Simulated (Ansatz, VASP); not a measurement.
**Two plane-wave programs on BeS**

```xyz
2
Lattice="0.0000 2.4352 2.4352 2.4352 0.0000 2.4352 2.4352 2.4352 0.0000" Properties=species:S:1:pos:R:3 pbc="T T T"
Be    0.0000    0.0000    0.0000
S     1.2176    1.2176    1.2176
```

Alike in both runs: task single point; functional LDA; k mesh 6 × 6 × 6; occupations gaussian, width 0.1 eV; no spin polarisation.

```csv
,VASP,Ansatz
version,VASP 6.6.1,Ansatz 0.2.0
potentials or method,"VASP PAW LDA potentials, release 64 (Be, S), cutoff 600 eV","scalar-relativistic, plane waves, PAW"
valence electrons in the cell,8,8
```

```tsv
	VASP	Ansatz	Ansatz less VASP
gap on the k mesh at the Fermi level (eV)	2.93	2.92	-0.006
least direct gap on the mesh (eV)	5.55	5.52	-0.023
pressure (GPa)	-4.2	-4.3	-0.08
```

Ansatz warns that its potentials were made for another functional, while VASP's fit it. LDA's correlation is that of Perdew and Zunger in VASP and of Perdew and Wang (1992) in Ansatz.
